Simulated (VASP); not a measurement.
# BN (k07) (P6_3mc) in VASP: further runs, part 3 of 3

VASP 6.6.1. Earlier steps stand in the parts before.

## 4. Single point, PBE+D3(BJ)

This run uses another cell than the first one, of 5.77 Å³/atom, 1.012 times its volume.

Input file INCAR:

```
SYSTEM = BN
  PREC = Accurate
  ENCUT = 520
  EDIFF = 1E-6
  ISMEAR = 0
  SIGMA = 0.02
  LREAL = .False.
  LASPH = .True.
  NELM = 100
  ALGO = Normal
  ISIF = 2
  LWAVE = .False.
  LCHARG = .False.
  GGA = PE
  IVDW = 12
  NBANDS = 16
```

Input file KPOINTS:

```
regular mesh
0
Gamma
  24 24 12
  0 0 0
```

Input file POSCAR:

```
BN
1.0
    2.5254846333      0.0000000000      0.0000000000
   -1.2627423166      2.1871338493      0.0000000000
    0.0000000000      0.0000000000      4.1772714534
B N
2 2
Direct
    0.6666666667      0.3333333333      0.0003148871
    0.3333333333      0.6666666667      0.5003148871
    0.6666666667      0.3333333333      0.3746851129
    0.3333333333      0.6666666667      0.8746851129
```

Potentials or basis: VASP PAW PBE potentials, release 64 (B, N).

Command:

```sh
cat potpaw_PBE.64/B/POTCAR potpaw_PBE.64/N/POTCAR > POTCAR
mpirun -np 1 vasp_std > vasp.out
```

OUTCAR:

```text
SYSTEM = BN
   PREC = Accurate
   ENCUT = 520
   EDIFF = 1E-6
   ISMEAR = 0
   LREAL = .False.
   LASPH = .True.
   NELM = 100
   ISIF = 2
   GGA = PE
   IVDW = 12
 IVDW          = 12

 ion  position               nearest neighbor table
   1  0.667  0.333  0.000-   4 1.55   4 1.55   4 1.55   3 1.56
   2  0.333  0.667  0.500-   3 1.55   3 1.55   3 1.55   4 1.56
   3  0.667  0.333  0.375-   2 1.55   2 1.55   2 1.55   1 1.56
   4  0.333  0.667  0.875-   1 1.55   1 1.55   1 1.55   2 1.56

  LATTYP: Found a hexagonal cell.
 ALAT       =     2.5254846333
 C/A-ratio  =     1.6540474641

  Lattice vectors:

 A1 = (   2.5254846333,   0.0000000000,   0.0000000000)
 A2 = (  -1.2627423166,   2.1871338493,   0.0000000000)
 A3 = (   0.0000000000,   0.0000000000,   4.1772714534)

Analysis of symmetry for initial positions (statically):
=====================================================================
 Subroutine PRICEL returns:
 Original cell was already a primitive cell.

 Routine SETGRP: Setting up the symmetry group for a
 hexagonal supercell.

 Subroutine GETGRP returns: Found 12 space group operations
 (whereof  6 operations were pure point group operations)
 out of a pool of 24 trial point group operations.

The static configuration has the point symmetry C_3v.
 The point group associated with its full space group is C_6v.

Analysis of symmetry for dynamics (positions and initial velocities):
=====================================================================
 Subroutine PRICEL returns:
 Original cell was already a primitive cell.

 Routine SETGRP: Setting up the symmetry group for a
 hexagonal supercell.

 Subroutine GETGRP returns: Found 12 space group operations
 (whereof  6 operations were pure point group operations)
 out of a pool of 24 trial point group operations.

The dynamic configuration has the point symmetry C_3v.
 The point group associated with its full space group is C_6v.

 Subroutine INISYM returns: Found 12 space group operations
 (whereof  6 operations are pure point group operations),
 and found     1 'primitive' translations

[... 122 lines left out ...]
   LORBIT       =      0    0 simple, 1 ext, 2 COOP (PROOUT), +10 PAW based schemes
   GGA     = PE    functional components
   LHFCALC =     F    Hartree Fock is set to
   AEXX    =    0.0000 exact exchange contribution
   IVDW    =    12    specifies the selected vdW correction
   LEPSILON=     F    determine dielectric tensor
   LRPA    =     F    only Hartree local field effects (RPA)
 non-spin polarized calculation
 Gauss-broadening in eV      SIGMA  =   0.02
  energy-cutoff  :      520.00
  volume of cell :       23.07
 maximum number of plane-waves:       640
 NGX is ok and might be reduce to    20
   NGX =  9   NGY =  9   NGZ = 15

 number of electron      15.9999999 magnetization

 Free energy of the ion-electron system (eV)
  ---------------------------------------------------
  ext. energy  EPLUGINS =         0.00000000
  ---------------------------------------------------
  free energy    TOTEN  =       -34.79714220 eV

  energy without entropy =      -34.79714220  energy(sigma->0) =      -34.79714220

 E-fermi :   8.0402     XC(G=0): -12.9302

 val. band max:        7.8643017335   @ k =   0.0000   0.0000   0.0000
 cond. band min:      13.0035976971   @ k =   0.3333   0.3333   0.0000
 fundamental gap:      5.1392959636
 Fermi energy:         8.0401932818

 k-point     1 :       0.0000    0.0000    0.0000
  band No.  band energies     occupation
      1     -12.8247      2.00000
      2      -8.5583      2.00000
      3      -3.2903      2.00000
      4       5.6859      2.00000
      5       5.6859      2.00000
      6       7.5734      2.00000
[... 433 lines left out ...]
      3      -1.7758      2.00000
      4      -0.0161      2.00000
      5       0.7914      2.00000
      6       2.6361      2.00000
[... 8 lines left out ...]
     15      24.5496      0.00000
     16      25.9750      0.00000

 [... further k-points ...]

------------------------ aborting loop because EDIFF is reached ----------------------------------------

 Edisp (eV)   -0.85688

 E8    (eV) :    -0.2533

  FORCE on cell =-STRESS in cart. coord.  units (eV):
  Direction    XX          YY          ZZ          XY          YZ          ZX
  --------------------------------------------------------------------------------------
  -------------------------------------------------------------------------------------
  Total       1.13254     1.13254     1.12950     0.00000     0.00000     0.00000
  in kB      78.64109    78.64109    78.43049     0.00000     0.00000     0.00000
  external pressure =       78.57 kB  Pullay stress =        0.00 kB

 VOLUME and BASIS-vectors are now :
 -----------------------------------------------------------------------------
  energy-cutoff  :      520.00
  volume of cell :       23.07
      direct lattice vectors                 reciprocal lattice vectors
     2.525484633  0.000000000  0.000000000     0.395963605  0.228609694  0.000000000
    -1.262742317  2.187133849  0.000000000     0.000000000  0.457219388  0.000000000
     0.000000000  0.000000000  4.177271453     0.000000000  0.000000000  0.239390715

 POSITION                                       TOTAL-FORCE (eV/Angst)
 -----------------------------------------------------------------------------------
      1.26274      0.72904      0.00132         0.000000     -0.000000      0.001533
     -0.00000      1.45809      2.08995         0.000000      0.000000      0.001533
      1.26274      0.72904      1.56516         0.000000      0.000000     -0.001533
     -0.00000      1.45809      3.65380        -0.000000      0.000000     -0.001533
 -----------------------------------------------------------------------------------
    total drift:                                0.000000      0.000000     -0.000492

  FREE ENERGIE OF THE ION-ELECTRON SYSTEM (eV)
  ---------------------------------------------------
  free  energy   TOTEN  =       -35.6540215627 eV

  energy  without entropy=      -35.6540215627  energy(sigma->0) =      -35.65402156
```

Wall time 52 s (1 thread of Intel Xeon 6975P-C (Granite Rapids), shared host); peak memory 0.25 GiB.

Results:

```
Free energy                : -35.6540 eV
Pressure                   : 7.9 GPa
Band gap on the k mesh     : 5.14 eV, indirect (least direct gap 8.39 eV)
Dispersion energy per atom : -0.214 eV
```

Levels at points of the mesh, in eV from the valence-band top:
```tsv
k point	band 5	band 6	band 7	band 8	band 9	band 10	band 11	band 12
(0.00, 0.00, 0.00)	-2.18	-0.29	0.00	0.00	8.47	8.47	8.75	9.82
(0.50, 0.00, 0.00)	-7.06	-5.11	-4.54	-2.16	6.80	8.04	10.72	11.72
(0.00, 0.00, 0.50)	-1.21	-1.21	-1.21	-1.21	9.72	9.72	10.06	10.06
(0.50, 0.00, 0.50)	-3.86	-3.86	-3.66	-3.66	6.68	6.68	10.21	10.21
```

## 5. Relaxation of cell and atoms, PBE+D3(BJ), target pressure 7.5 GPa, at which the enthalpy is minimised

Input file INCAR:

```
SYSTEM = BN
PREC = Accurate ; ENCUT = 600
EDIFF = 1E-6 ; ISMEAR = 0
SIGMA = 0.02 ; LREAL = .FALSE.
LASPH = .TRUE. ; NELM = 100
ALGO = Normal ; ISIF = 3
LWAVE = .FALSE. ; LCHARG = .FALSE.
GGA = PE ; IVDW = 12
IBRION = 2 ; NSW = 70
EDIFFG = -0.004 ; PSTRESS = 75.0
```

Input file KPOINTS:

```
regular mesh
0
G
  24 24 12
  0 0 0
```

Input file POSCAR:

```
BN
1.0
    2.5153557230      0.0000000000      0.0000000000
   -1.2576778615      2.1783619557      0.0000000000
    0.0000000000      0.0000000000      4.1609901291
B N
2 2
Direct
    0.6666666667      0.3333333333      0.0003579913
    0.3333333333      0.6666666667      0.5003579913
    0.6666666667      0.3333333333      0.3746420087
    0.3333333333      0.6666666667      0.8746420087
```

Potentials or basis: VASP PAW PBE potentials, release 64 (B, N).

Command:

```sh
cat potpaw_PBE.64/B/POTCAR potpaw_PBE.64/N/POTCAR > POTCAR
mpirun -np 1 vasp_std > vasp.out
```

OUTCAR:

```text
SYSTEM = BN
   PREC = Accurate
   ENCUT = 600
   EDIFF = 1E-6
   ISMEAR = 0
   LREAL = .FALSE.
   LASPH = .TRUE.
   NELM = 100
   ISIF = 3
   GGA = PE
   IVDW = 12
   IBRION = 2
   NSW = 70
   EDIFFG = -0.004
   PSTRESS = 75.0
 IVDW          = 12

 ion  position               nearest neighbor table
   1  0.667  0.333  0.000-   4 1.54   4 1.54   4 1.54   3 1.56
   2  0.333  0.667  0.500-   3 1.54   3 1.54   3 1.54   4 1.56
   3  0.667  0.333  0.375-   2 1.54   2 1.54   2 1.54   1 1.56
   4  0.333  0.667  0.875-   1 1.54   1 1.54   1 1.54   2 1.56

  LATTYP: Found a hexagonal cell.
 ALAT       =     2.5153557230
 C/A-ratio  =     1.6542352603

  Lattice vectors:

 A1 = (   2.5153557230,   0.0000000000,   0.0000000000)
 A2 = (  -1.2576778615,   2.1783619557,   0.0000000000)
 A3 = (   0.0000000000,   0.0000000000,   4.1609901291)

Analysis of symmetry for initial positions (statically):
=====================================================================
 Subroutine PRICEL returns:
 Original cell was already a primitive cell.
[... 404 lines left out ...]
  free energy    TOTEN  =       -34.80404740 eV

  energy without entropy =      -34.80404740  energy(sigma->0) =      -34.80404740

 E-fermi :   7.9490     XC(G=0): -12.9294

 val. band max:        7.8615220796   @ k =   0.0000   0.0000   0.0000
 cond. band min:      13.0002135882   @ k =   0.3333   0.3333   0.0000
 fundamental gap:      5.1386915086
 Fermi energy:         7.9490407692

 k-point     1 :       0.0000    0.0000    0.0000
  band No.  band energies     occupation
      1     -12.8255      2.00000
      2      -8.5610      2.00000
      3      -3.2923      2.00000
      4       5.6836      2.00000
      5       5.6836      2.00000
      6       7.5699      2.00000
      7       7.8615      2.00000
      8       7.8615      2.00000
      9      16.3275      0.00000
     10      16.3275      0.00000
     11      16.6070      0.00000
     12      17.6844      0.00000
[... 331 lines left out ...]
 k-point    24 :       0.4583    0.0417    0.0000
  band No.  band energies     occupation
      1      -8.6647      2.00000
      2      -7.2760      2.00000
      3      -1.7781      2.00000
      4      -0.0184      2.00000
      5       0.7892      2.00000
      6       2.6341      2.00000
      7       3.3636      2.00000
      8       5.5899      2.00000
      9      14.8623      0.00000
     10      15.7757      0.00000
     11      18.5561      0.00000
     12      19.8763      0.00000

 [... further k-points ...]

------------------------ aborting loop because EDIFF is reached ----------------------------------------

 Edisp (eV)   -0.85671

 E8    (eV) :    -0.2533
[... 31 lines left out ...]
  energy  without entropy=      -35.6607545552  energy(sigma->0) =      -35.66075456

  enthalpy is  TOTEN    =       -34.5804401008 eV   P V=        1.0803144544

 reached required accuracy - stopping structural energy minimisation
```

It took 2.2 min on 1 thread of Intel Xeon 6975P-C (Granite Rapids), shared host; peak memory 0.26 GiB.

Results:

| Quantity | Value |
| --- | --- |
| Free energy | -35.6608 eV |
| Relaxed volume | 5.77 Å³/atom |
| Relaxed cell | a = 2.526 Å, b = 2.526 Å, c = 4.178 Å, α = 90.00°, β = 90.00°, γ = 120.00° |
| Space group after relaxing (to 0.05 Å) | P6_3mc (No. 186) |
| Energy change on relaxing (the enthalpy is what falls) | -4.3 meV/atom |
| Ionic steps | 6 |
| Pressure after relaxing | 7.5 GPa |
| Band gap on the k mesh | 5.14 eV, indirect (least direct gap 8.39 eV) |
| Dispersion energy per atom | -0.214 eV |

The path:
```tsv
step	energy change (eV)	largest force (eV/Å)	pressure (GPa)	volume (Å³)
1	0.0000	0.0019	12.58	22.80
2	-0.0268	0.0222	1.92	23.40
3	-0.0174	0.0096	7.50	23.08
4	-0.0176	0.0099	7.40	23.08
5	-0.0171	0.0116	7.61	23.07
6	-0.0174	0.0003	7.53	23.08
```

Final structure:
```cif
data_structure
_symmetry_space_group_name_H-M 'P 1'
_symmetry_Int_Tables_number 1
_cell_length_a 2.5256
_cell_length_b 2.5256
_cell_length_c 4.1776
_cell_angle_alpha 90.000
_cell_angle_beta 90.000
_cell_angle_gamma 120.000
_cell_volume 23.08
loop_
_atom_site_label
_atom_site_type_symbol
_atom_site_fract_x
_atom_site_fract_y
_atom_site_fract_z
_atom_site_occupancy
B1 B 0.66667 0.33333 0.00032 1
B2 B 0.33333 0.66667 0.50032 1
N1 N 0.66667 0.33333 0.37468 1
N2 N 0.33333 0.66667 0.87468 1
```

Caveat: the cell is relaxed towards a set pressure, so the enthalpy falls and the energy may rise. Zero-point motion and thermal expansion aren't in these numbers.

## 6. The runs side by side

```csv
task,cell,k mesh,cutoff (eV),gap on the mesh (eV),pressure (GPa)
single point,"a = 2.515, b = 2.515, c = 4.161 Å, angles 90.0, 90.0, 120.0°, 4 atoms",15 × 15 × 8,520,5.11,12.9
relaxation of cell and atoms,"relaxed to 12.5 GPa from a = 2.536, b = 2.536, c = 4.199 Å, angles 90.0, 90.0, 120.0°, 4 atoms",15 × 15 × 8,600,5.11,12.5
single point,"a = 2.525, b = 2.525, c = 4.177 Å, angles 90.0, 90.0, 120.0°, 4 atoms",24 × 24 × 12,520,5.14,7.9
relaxation of cell and atoms,"relaxed to 7.5 GPa from a = 2.515, b = 2.515, c = 4.161 Å, angles 90.0, 90.0, 120.0°, 4 atoms",24 × 24 × 12,600,5.14,7.5
```

Alike in all rows: level PBE+D3(BJ); potentials or basis VASP PAW PBE potentials, release 64 (B, N); no spin polarisation; smearing gaussian 0.02 eV.

Caveats: the cell is relaxed towards a set pressure, so the enthalpy falls and the energy may rise (some runs).

Total energies depend on the potentials used, so only differences within one code and one set of settings carry meaning.
